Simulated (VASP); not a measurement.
Wanted: the native input for a VASP 6.6.1 run.

```yaml
Task: single point
Functional: r2SCAN
Potentials_or_basis: VASP PAW PBE potentials, release 64 (Sn_d, Te)
Cutoff: 520 eV
k_mesh: 6 × 6 × 6
Occupations: fermi-dirac, width 0.05 eV
Spin: no spin polarisation
Dipole_correction: no
Further_INCAR_settings: ALGO = Normal; EDIFF = 1e-06; NBANDS = 17
```

SnTe:

```
Sn Te
1.0
     0.00000    3.61115    3.63522
     3.61115    0.00000    3.63522
     3.61115    3.61115    0.00000
Sn Te
1 1
Cartesian
  0.0000 0.0000 0.0000
  5.4167 5.4167 5.4528
```

The input as run:

POSCAR

```
SnTe
1.0
    0.0000000000      3.6111460000      3.6352203067
    3.6111460000      0.0000000000      3.6352203067
    3.6111460000      3.6111460000      0.0000000000
Sn Te
1 1
Direct
    0.0000000000      0.0000000000      0.0000000000
    0.7500000000      0.7500000000      0.7500000000
```

INCAR.step1

```
SYSTEM = SnTe
  ALGO = Normal
  EDIFF = 1E-4
  ENCUT = 520
  GGA = PE
  ISMEAR = -1
  LASPH = .True.
  LCHARG = .False.
  LREAL = .False.
  LWAVE = .True.
  NBANDS = 17
  NELM = 80
  PREC = Accurate
  SIGMA = 0.05
```

INCAR.step2

```
SYSTEM = SnTe
  ALGO = Normal
  EDIFF = 1E-6
  ENCUT = 520
  ISIF = 2
  ISMEAR = -1
  ISTART = 1
  LASPH = .True.
  LCHARG = .False.
  LMIXTAU = .True.
  LREAL = .False.
  LWAVE = .False.
  METAGGA = R2SCAN
  NBANDS = 17
  NELM = 80
  PREC = Accurate
  SIGMA = 0.05
```

KPOINTS

```
k-points
0
Gamma
  6 6 6
  0 0 0
```

Potentials or basis: VASP PAW PBE potentials, release 64 (Sn_d, Te).

The run is started by

```bash
$ cat potpaw_PBE.64/Sn_d/POTCAR potpaw_PBE.64/Te/POTCAR > POTCAR
$ cp INCAR.step1 INCAR
$ mpirun -np 1 vasp_std > vasp.out
$ cp INCAR.step2 INCAR
$ mpirun -np 1 vasp_std > vasp.out
```

Results of the run:

| Property | Result |
| --- | --- |
| Pressure | -0.8 GPa |
| Band gap on the k mesh | 0.35 eV (least direct gap 0.90 eV) |

Caveat: semilocal functionals underestimate gaps, and a narrow one can read as zero; the PAW data sets were made with another functional, which shifts forces and pressure a little; spin-orbit coupling is left out, which moves the levels of the heavy elements.

Run time: 5.3 min on 1 thread of Intel Xeon 8259CL (shared host), peak memory 0.28 GiB.
